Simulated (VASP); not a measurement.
# CdP (Fm-3m) in VASP: single point with PBE

Aim: the single point of CdP with PBE.

All numbers are computed with VASP 6.6.1; they aren't measurements. Logs are shortened: lines on timing, memory, paths and dates and some standing lists are left out, and cuts for length are marked.

## 1. The cell of the first run

Symmetry: Fm-3m, No. 225, cubic system. The conventional cell has a = 5.464 Å, b = 5.464 Å, c = 5.464 Å, α = 90.00°, β = 90.00°, γ = 90.00°. Cd (site symmetry m-3m) has 6 P at 2.73 Å within 3.6 Å. P (site symmetry m-3m) has 6 Cd at 2.73 Å within 3.6 Å.

## 2. Single point, PBE

INCAR

```
SYSTEM = CdP
PREC = Accurate ; ENCUT = 520
EDIFF = 1E-6 ; ISMEAR = 0
SIGMA = 0.1 ; LREAL = .False.
LASPH = .True. ; NELM = 80
ALGO = Normal ; ISIF = 2
LWAVE = .False. ; LCHARG = .False.
GGA = PE ; NBANDS = 16
```

KPOINTS

```
regular mesh
0
Gamma
  18 18 18
  0 0 0
```

POSCAR

```
CdP
1.0
    0.0000000000      2.7318654020      2.7318654020
    2.7318654020      0.0000000000      2.7318654020
    2.7318654020      2.7318654020      0.0000000000
Cd P
1 1
Direct
    0.0000000000      0.0000000000      0.0000000000
    0.5000000000      0.5000000000      0.5000000000
```

Potentials or basis: VASP PAW PBE potentials, release 64 (Cd, P).

Started as:

```bash
$ cat potpaw_PBE.64/Cd/POTCAR potpaw_PBE.64/P/POTCAR > POTCAR
$ mpirun -np 1 vasp_std > vasp.out
```

OUTCAR:

```text
SYSTEM = CdP
   PREC = Accurate
   ENCUT = 520
   EDIFF = 1E-6
   ISMEAR = 0
   LREAL = .False.
   LASPH = .True.
   NELM = 80
   ISIF = 2
   GGA = PE

 ion  position               nearest neighbor table
   1  0.000  0.000  0.000-   2 2.73   2 2.73   2 2.73   2 2.73   2 2.73   2 2.73
   2  0.500  0.500  0.500-   1 2.73   1 2.73   1 2.73   1 2.73   1 2.73   1 2.73

  LATTYP: Found a face centered cubic cell.
 ALAT       =     5.4637308040

  Lattice vectors:

 A1 = (   0.0000000000,   2.7318654020,   2.7318654020)
 A2 = (   2.7318654020,   0.0000000000,   2.7318654020)
 A3 = (   2.7318654020,   2.7318654020,   0.0000000000)

Analysis of symmetry for initial positions (statically):
=====================================================================
 Subroutine PRICEL returns:
 Original cell was already a primitive cell.

 Routine SETGRP: Setting up the symmetry group for a
 face centered cubic supercell.

 Subroutine GETGRP returns: Found 48 space group operations
 (whereof 48 operations were pure point group operations)
 out of a pool of 48 trial point group operations.

The static configuration has the point symmetry O_h .

Analysis of symmetry for dynamics (positions and initial velocities):
=====================================================================
 Subroutine PRICEL returns:
 Original cell was already a primitive cell.

 Routine SETGRP: Setting up the symmetry group for a
 face centered cubic supercell.

 Subroutine GETGRP returns: Found 48 space group operations
 (whereof 48 operations were pure point group operations)
 out of a pool of 48 trial point group operations.

The dynamic configuration has the point symmetry O_h .

 Subroutine INISYM returns: Found 48 space group operations
 (whereof 48 operations are pure point group operations),
 and found     1 'primitive' translations

----------------------------------------------------------------------------------------

                                     Primitive cell

  volume of cell :      40.7763

  direct lattice vectors                    reciprocal lattice vectors
     0.000000000  2.731865402  2.731865402    -0.183025123  0.183025123  0.183025123
     2.731865402  0.000000000  2.731865402     0.183025123 -0.183025123  0.183025123
     2.731865402  2.731865402  0.000000000     0.183025123  0.183025123 -0.183025123

  length of vectors
     3.863441102  3.863441102  3.863441102     0.317008811  0.317008811  0.317008811

  position of ions in fractional coordinates (direct lattice)
     0.000000000  0.000000000  0.000000000
     0.500000000  0.500000000  0.500000000

  ion indices of the primitive-cell ions
   primitive index   ion index
                 1           1
                 2           2

----------------------------------------------------------------------------------------

 KPOINTS: regular mesh

Automatic generation of k-mesh.
 Grid dimensions read from file:
 generate k-points for:   18   18   18

 Generating k-lattice:

  Cartesian coordinates                     Fractional coordinates (reciprocal lattice)
    -0.010168062  0.010168062  0.010168062     0.055555556  0.000000000  0.000000000
     0.010168062 -0.010168062  0.010168062     0.000000000  0.055555556  0.000000000
     0.010168062  0.010168062 -0.010168062     0.000000000  0.000000000  0.055555556

  Length of vectors
     0.017611601  0.017611601  0.017611601

  Shift w.r.t. Gamma in fractional coordinates (k-lattice)
     0.000000000  0.000000000  0.000000000

 Subroutine IBZKPT returns following result:
 ===========================================

 Found    195 irreducible k-points:

 Following reciprocal coordinates:
            Coordinates               Weight
  0.000000  0.000000  0.000000      1.000000
  0.055556  0.000000  0.000000      8.000000
  0.111111  0.000000  0.000000      8.000000
  0.166667  0.000000  0.000000      8.000000
  0.222222  0.000000  0.000000      8.000000
  0.277778  0.000000  0.000000      8.000000
[... 16 lines left out ...]
 -0.277778  0.055556  0.000000     24.000000
 -0.222222  0.055556  0.000000     24.000000
 [... further k-points ...]
   k-points           NKPTS =    195   k-points in BZ     NKDIM =    195   number of bands    NBANDS=     16
   number of dos      NEDOS =    301   number of ions     NIONS =      2
   total plane-waves  NPLWV =  27000
   dimension x,y,z NGX =    30 NGY =   30 NGZ =   30
   dimension x,y,z NGXF=    60 NGYF=   60 NGZF=   60
   ions per type =               1   1
   NGX,Y,Z   is equivalent  to a cutoff of  12.91, 12.91, 12.91 a.u.
   NGXF,Y,Z  is equivalent  to a cutoff of  25.82, 25.82, 25.82 a.u.
 SYSTEM =  CdP
   PREC   = accura    normal or accurate (medium, high low for compatibility)
   ISTART =      0    job   : 0-new  1-cont  2-samecut
   ICHARG =      2    charge: 1-file 2-atom 10-const
   ISPIN  =      1    spin polarized calculation?
   LNONCOLLINEAR =      F non collinear calculations
   LSORBIT =      F    spin-orbit coupling
   LASPH  =      T    aspherical Exc in radial PAW
   ENCUT  =  520.0 eV  38.22 Ry    6.18 a.u.   7.18  7.18  7.18*2*pi/ulx,y,z
   NELM   =     80;   NELMIN=  2; NELMDL= -5     # of ELM steps
   EDIFF  = 0.1E-05   stopping-criterion for ELM
   LREAL  =      F    real-space projection
   EDIFFG = 0.1E-04   stopping-criterion for IOM
   NSW    =      0    number of steps for IOM
   IBRION =     -1    ionic relax: 0-MD 1-quasi-New 2-CG
   NFREE  =      0    steps in history (QN), initial steepest desc. (CG)
   ISIF   =      2    stress and relaxation
   ISYM   =      2    0-nonsym 1-usesym 2-fastsym
   POTIM  = 0.5000    time-step for ionic-motion
   TEBEG  =    0.0;   TEEND  =   0.0 temperature during run
   PSTRESS=    0.0 pullay stress
   NELECT =      17.0000    total number of electrons
   NUPDOWN=      -1.0000    fix difference up-down
   EMIN   =  10.00;   EMAX   =-10.00  energy-range for DOS
   EFERMI =   0.00;   METHOD = LEGACY
   ISMEAR =     0;   SIGMA  =   0.10  broadening in eV -4-tet -1-fermi 0-gaus
   EFERMI_NEDOS =   21; number of points for ismear=-14 and -15
   IALGO  =     38    algorithm
   IMIX   =      4    mixing-type and parameters
     AMIX     =   0.40;   BMIX     =  1.00
     AMIX_MAG =   1.60;   BMIX_MAG =  1.00
  volume/ion in A,a.u.               =      20.39       137.59
  Fermi-wavevector in a.u.,A,eV,Ry     =   1.222987  2.311110 20.350196  1.495697
  Thomas-Fermi vector in A             =   2.358114
   LORBIT       =      0    0 simple, 1 ext, 2 COOP (PROOUT), +10 PAW based schemes
   GGA     = PE    functional components
   LHFCALC =     F    Hartree Fock is set to
   AEXX    =    0.0000 exact exchange contribution
   IVDW    =     0    specifies the selected vdW correction
   LEPSILON=     F    determine dielectric tensor
   LRPA    =     F    only Hartree local field effects (RPA)
 non-spin polarized calculation
 Gauss-broadening in eV      SIGMA  =   0.10
  energy-cutoff  :      520.00
  volume of cell :       40.78
 maximum number of plane-waves:      1113
 NGX is ok and might be reduce to    30
   NGX = 15   NGY = 15   NGZ = 15

 number of electron      17.0000004 magnetization

 Free energy of the ion-electron system (eV)
  ---------------------------------------------------
  ext. energy  EPLUGINS =         0.00000000
  ---------------------------------------------------
  free energy    TOTEN  =        -5.62541931 eV

  energy without entropy =       -5.62047114  energy(sigma->0) =       -5.62294523

 E-fermi :   3.7236     XC(G=0): -10.5214

 val. band max:        3.7198343728   @ k =   0.5000   0.1667   0.0000
 cond. band min:       3.7276222825   @ k =   0.1667   0.1111   0.0000
 fundamental gap:      0.0077879097
 Fermi energy:         3.7235802023

 k-point     1 :       0.0000    0.0000    0.0000
  band No.  band energies     occupation
      1      -7.8978      2.00000
      2      -4.5933      2.00000
      3      -4.5933      2.00000
      4      -4.5512      2.00000
      5      -4.5512      2.00000
      6      -4.5512      2.00000
[... 8 lines left out ...]
     15      14.6021      0.00000
     16      14.6021      0.00000

 k-point     2 :       0.0556    0.0000    0.0000
  band No.  band energies     occupation
      1      -7.8606      2.00000
      2      -4.5997      2.00000
      3      -4.5997      2.00000
      4      -4.5536      2.00000
      5      -4.5465      2.00000
      6      -4.5465      2.00000
[... 8 lines left out ...]
     15      13.8695      0.00000
     16      14.2719      0.00000

 k-point     3 :       0.1111    0.0000    0.0000
  band No.  band energies     occupation
      1      -7.7500      2.00000
      2      -4.6206      2.00000
      3      -4.6206      2.00000
      4      -4.5610      2.00000
      5      -4.5302      2.00000
      6      -4.5302      2.00000
[... 8 lines left out ...]
     15      13.2265      0.00000
     16      14.1753      0.00000

 k-point     4 :       0.1667    0.0000    0.0000
  band No.  band energies     occupation
      1      -7.5698      2.00000
      2      -4.6545      2.00000
      3      -4.6545      2.00000
      4      -4.5734      2.00000
      5      -4.5027      2.00000
      6      -4.5027      2.00000
[... 8 lines left out ...]
     15      13.1418      0.00000
     16      13.9744      0.00000
[... 324 lines left out ...]
 k-point    22 :      -0.3333    0.0556    0.0000
  band No.  band energies     occupation
      1      -6.5973      2.00000
      2      -4.8034      2.00000
      3      -4.7762      2.00000
      4      -4.6515      2.00000
      5      -4.3936      2.00000
      6      -4.3631      2.00000
[... 8 lines left out ...]
     15      14.3696      0.00000
     16      15.5373      0.00000

 k-point    23 :      -0.2778    0.0556    0.0000
  band No.  band energies     occupation
      1      -6.9124      2.00000
      2      -4.7695      2.00000
      3      -4.7391      2.00000
      4      -4.6196      2.00000
      5      -4.4292      2.00000
      6      -4.3966      2.00000
[... 8 lines left out ...]
     15      14.1120      0.00000
     16      14.9097      0.00000

 k-point    24 :      -0.2222    0.0556    0.0000
  band No.  band energies     occupation
      1      -7.2111      2.00000
      2      -4.7290      2.00000
      3      -4.6966      2.00000
      4      -4.5962      2.00000
      5      -4.4662      2.00000
      6      -4.4351      2.00000
[... 8 lines left out ...]
     15      14.0916      0.00000
     16      14.3716      0.00000

 [... further k-points ...]

------------------------ aborting loop because EDIFF is reached ----------------------------------------

  FORCE on cell =-STRESS in cart. coord.  units (eV):
  Direction    XX          YY          ZZ          XY          YZ          ZX
  --------------------------------------------------------------------------------------
  -------------------------------------------------------------------------------------
  Total        0.1115568      0.1115568      0.1115568      0.0000000     -0.0000000     -0.0000000
  in kB        4.3832750      4.3832750      4.3832750      0.0000000     -0.0000000     -0.0000000
  external PRESSURE =       4.3832750 kB  Pullay stress =       0.0000000 kB

 VOLUME and BASIS-vectors are now :
 -----------------------------------------------------------------------------
  energy-cutoff  :      520.00
  volume of cell :       40.78
      direct lattice vectors                 reciprocal lattice vectors
     0.000000000  2.731865402  2.731865402    -0.183025123  0.183025123  0.183025123
     2.731865402  0.000000000  2.731865402     0.183025123 -0.183025123  0.183025123
     2.731865402  2.731865402  0.000000000     0.183025123  0.183025123 -0.183025123

 POSITION                                       TOTAL-FORCE (eV/Angst)
 -----------------------------------------------------------------------------------
      0.00000      0.00000      0.00000        -0.000000      0.000000     -0.000000
      2.73187      2.73187      2.73187         0.000000     -0.000000      0.000000
 -----------------------------------------------------------------------------------
    total drift:                               -0.000000      0.000000      0.000000

  FREE ENERGIE OF THE ION-ELECTRON SYSTEM (eV)
  ---------------------------------------------------
  free  energy   TOTEN  =        -5.6254193109 eV

  energy  without entropy=       -5.6204711392  energy(sigma->0) =       -5.62294523
```

Wall time 1.7 min (1 thread of Intel Xeon 6975P-C (Granite Rapids), shared host); peak memory 0.26 GiB.

What came out:

```yaml
Free_energy: -5.6254 eV
Pressure: 0.4 GPa
Band_gap_on_the_k_mesh: zero (an odd number of electrons rules out a gap without spin polarisation)
```

Levels at points of the mesh, in eV from the Fermi level:
| k point | band 5 | band 6 | band 7 | band 8 | band 9 | band 10 | band 11 | band 12 | band 13 | band 14 |
| --- | --- | --- | --- | --- | --- | --- | --- | --- | --- | --- |
| (0.00, 0.00, 0.00) | -8.27 | -8.27 | 0.18 | 0.18 | 0.18 | 2.41 | 8.28 | 8.28 | 8.28 | 10.32 |
| (0.50, 0.00, 0.00) | -8.06 | -8.06 | -5.16 | 0.95 | 0.95 | 3.50 | 4.99 | 4.99 | 7.60 | 12.17 |
| (0.50, 0.50, 0.00) | -7.99 | -6.44 | -4.37 | -1.75 | -1.75 | -0.21 | 5.06 | 11.25 | 11.79 | 11.79 |
